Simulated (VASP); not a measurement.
Wanted: the native input for a VASP 6.6.1 run.

- Task: single point
- Functional: PBE
- Dispersion: D3(BJ)
- Potentials or basis: VASP PAW PBE potentials, release 64 (B, N)
- Cutoff: 520 eV
- k mesh: 4 × 4 × 4
- Occupations: gaussian, width 0.1 eV
- Spin: no spin polarisation
- Dipole correction: no
- Further INCAR settings: LREAL = Auto; ALGO = Normal; EDIFF = 1e-06; NBANDS = 62; ISYM = 0

The structure of B12N11 lies in POSCAR:

```
B12N11
1.0
   -3.7257200316      3.5784154134     -3.2885829489
    3.7223391820      3.5782985766     -3.2848539532
   -0.0032459381     -1.4205496385     -6.5615876678
B N
12 11
Direct
    0.1629249585      0.8286352117      0.4977171256
    0.5814286585      0.9161565629      0.2521883587
    0.8353253217      0.1711956498      0.4965383842
    0.5055285170      0.5012162438      0.4973092993
    0.2503102588      0.2471560320      0.2518274938
    0.0035082384      0.9812834697      0.0071910167
    0.7447538582      0.7492855027      0.7529759562
    0.6663019222      0.3320219859      0.0020694829
    0.4181377119      0.0838752358      0.7523331029
    0.9321222358      0.5979893833      0.2366599529
    0.3162642830      0.6698943494      0.0102152473
    0.0834412703      0.4103300277      0.7525921854
    0.3315075882      0.9973065557      0.3346336661
    0.7536108392      0.0772207468      0.0865708550
    0.0039514946      0.3426187125      0.3271088869
    0.6769759670      0.6700089392      0.3285399308
    0.4116191505      0.4195011080      0.0872283454
    0.1660417856      0.1556141923      0.8411711307
    0.9127485379      0.9175427182      0.5821092402
    0.8325503284      0.4982770851      0.8338458452
    0.5853905854      0.2511450193      0.5846990723
    0.4903062897      0.8321284198      0.8426810874
    0.2518417754      0.5785486524      0.5827044734
```

This cell differs from its parent crystal: atoms taken out, then relaxed in part.

The input as run:

INCAR

```
SYSTEM = B12N11
  PREC = Accurate
  ENCUT = 520
  EDIFF = 1E-6
  ISMEAR = 0
  SIGMA = 0.1
  LREAL = Auto
  LASPH = .TRUE.
  NELM = 100
  ALGO = Normal
  ISIF = 2
  LWAVE = .FALSE.
  LCHARG = .FALSE.
  GGA = PE
  IVDW = 12
  NBANDS = 62
  ISYM = 0
```

KPOINTS

```
regular mesh
0
G
  4 4 4
  0 0 0
```

Potentials or basis: VASP PAW PBE potentials, release 64 (B, N).

The run is started by

```sh
$ cat potpaw_PBE.64/B/POTCAR potpaw_PBE.64/N/POTCAR > POTCAR
$ mpirun -np 1 vasp_std > vasp.out
```

Results of the run:

* Pressure: 0.0 GPa
* Largest force: 0.033 eV/Å
* Band gap on the k mesh: zero (an odd number of electrons rules out a gap without spin polarisation)
* Dispersion energy per atom: -0.144 eV

Caveat: the cell differs from its parent crystal (atoms taken out, then relaxed in part).

Run time: 20 min on 1 thread of Intel Xeon 8259CL (shared host), peak memory 0.49 GiB.
